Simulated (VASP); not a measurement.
# Sn: single point with HSE06

Sn:

```
CELL_PARAMETERS angstrom
0.00000 3.23334 3.23334
3.23334 0.00000 3.23334
3.23334 3.23334 0.00000
ATOMIC_POSITIONS crystal
Sn 0.75000 0.75000 0.75000
Sn 0.50000 0.50000 0.50000
```

```yaml
Program: VASP 6.6.1
Task: single point
Functional: HSE06
Potentials_or_basis: VASP PAW PBE potentials, release 64 (Sn_d)
Cutoff: 520 eV
k_mesh: 4 × 4 × 4
Occupations: fermi-dirac, width 0.05 eV
Spin: no spin polarisation
Dipole_correction: no
Grid_for_exact_exchange_PRECFOCK: Normal
Further_INCAR_settings: ALGO = Normal; EDIFF = 1e-06; NBANDS = 21
Screening_parameter: 0.2079 1/Å
```

```json
{
  "Pressure": "2.4 GPa",
  "Band gap on the k mesh": "zero (filled and empty bands touch)"
}
```

Levels at points of the mesh, in eV from the Fermi level:
```
           k point  band 10  band 11  band 12  band 13  band 14  band 15  band 16  band 17  band 18  band 19
(0.00, 0.00, 0.00)   -23.52   -11.90    -0.06    -0.05    -0.05    -0.05     2.56     2.56     2.56     5.58
(0.50, 0.00, 0.00)   -23.47   -10.05    -7.04    -1.38    -1.38     0.40     3.69     3.69     6.17     9.28
(0.50, 0.50, 0.00)   -23.45    -8.38    -8.38    -2.87    -2.87     1.12     1.12     8.70     8.70    10.27
```

It took 32 min on 1 thread of AMD EPYC 7R13 Processor (Zen 3), on a shared host, peak memory 0.28 GiB.

Caveat: the k points lie up to 0.42 Å⁻¹ apart; the PAW data sets were made with another functional, which shifts forces and pressure a little; spin-orbit coupling is left out, which moves the levels of the heavy elements.
